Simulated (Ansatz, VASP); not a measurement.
## K in VASP and in Ansatz

INCAR

```
PREC = Accurate
ENCUT = 520
EDIFF = 1E-6
ISMEAR = 0
SIGMA = 0.1
LREAL = F
LASPH = T
NELM = 60
ALGO = Normal
ISIF = 2
LWAVE = F
LCHARG = F
LDIPOL = T
IDIPOL = 3
DIPOL = 0.5 0.5 0.500
GGA = PE
NBANDS = 16
```

The input KPOINTS:

```
Automatic mesh
0
Gamma
  4 4 1
```

POSCAR

```
K
1.0
    4.2002230000      0.0000000000      0.0000000000
    0.0000000000      4.2002230000      0.0000000000
    0.0000000000      0.0000000000     16.0000000000
K
2
Direct
    0.5000000000      0.0000000000      0.4565613500
    0.0000000000      0.5000000000      0.5434386500
```

Input for Ansatz:

```yaml
crystal:
  lattice:
    - [4.200223, 0.0, 0.0]
    - [0.0, 4.200223, 0.0]
    - [0.0, 0.0, 16.0]
  atoms:
    - { symbol: K, position: [0.5, 0.0, 0.45656135] }
    - { symbol: K, position: [0.0, 0.5, 0.54343865] }
  periodic: [true, true, false]
basis:
  ecutwfc: 420
kpoints:
  mp_grid: { grid: [4, 4, 1] }
hamiltonian:
  xc: pbe
scf:
  occupations: { method: gaussian, width: 0.1 }
  lower_state_search: "off"
output:
  forces: true
  stress: true
  eigenvalues: true
```

Alike in both runs: task single point; functional PBE; k mesh 4 × 4 × 1; occupations gaussian, width 0.1 eV; no spin polarisation.

|  | VASP | Ansatz |
| --- | --- | --- |
| version | VASP 6.6.1 | Ansatz 0.2.0 |
| potentials or method | VASP PAW PBE potentials, release 64 (K_sv), cutoff 520 eV | scalar-relativistic, plane waves, PAW |
| valence electrons in the cell | 18 | 18 |

|  | VASP | Ansatz | Ansatz less VASP |
| --- | --- | --- | --- |
| gap on the k mesh at the Fermi level (eV) | none | none | - |
| rms of the force components (eV/Å) | 0.754 | 0.753 | -0.0015 |

Atom by atom the forces differ by 0.002 eV/Å (rms over components). A gap of «none» marks a metal or a gap that the smearing closes. Ansatz's warnings: slab cell height set.

The k mesh is coarse, so the values compare programs but aren't converged.
